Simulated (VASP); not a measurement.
# SrO: single point with r2SCAN+rVV10

The system is SrO.

```
Sr O
1.0
     0.00000    2.57043    2.57043
     2.57043    0.00000    2.57043
     2.57043    2.57043    0.00000
Sr O
1 1
Direct
  0.00000 0.00000 0.00000
  0.50000 0.50000 0.50000
```

```yaml
Program: VASP 6.6.1
Task: single point
Functional: r2SCAN
Dispersion: rVV10
Potentials_or_basis: VASP PAW PBE potentials, release 64 (Sr_sv, O)
Cutoff: 660 eV
k_mesh: 8 × 8 × 8
Occupations: fermi-dirac, width 0.03 eV
Spin: no spin polarisation
```

```json
{
  "Pressure": "0.5 GPa",
  "Band gap on the k mesh": "3.70 eV, indirect (least direct gap 3.78 eV)"
}
```

Levels at points of the mesh, in eV from the valence-band top:
```
           k point  band 5  band 6  band 7  band 8  band 9  band 10  band 11  band 12
(0.00, 0.00, 0.00)  -14.45    0.00    0.00    0.00    4.60     6.76     6.76     6.76
(0.50, 0.00, 0.00)  -13.44   -2.13   -1.13   -1.13    7.09     9.01     9.49     9.49
(0.50, 0.50, 0.00)  -14.81   -0.43   -0.08   -0.08    3.70     8.51    10.95    11.05
```

Wall time 4 min on 1 thread of Intel Xeon 8259CL, on a shared host, peak memory 0.29 GiB.

Caveat: the PAW data sets were made with another functional, which shifts forces and pressure a little. r2SCAN opens gaps a little over a GGA but as a rule still falls short of measured ones.
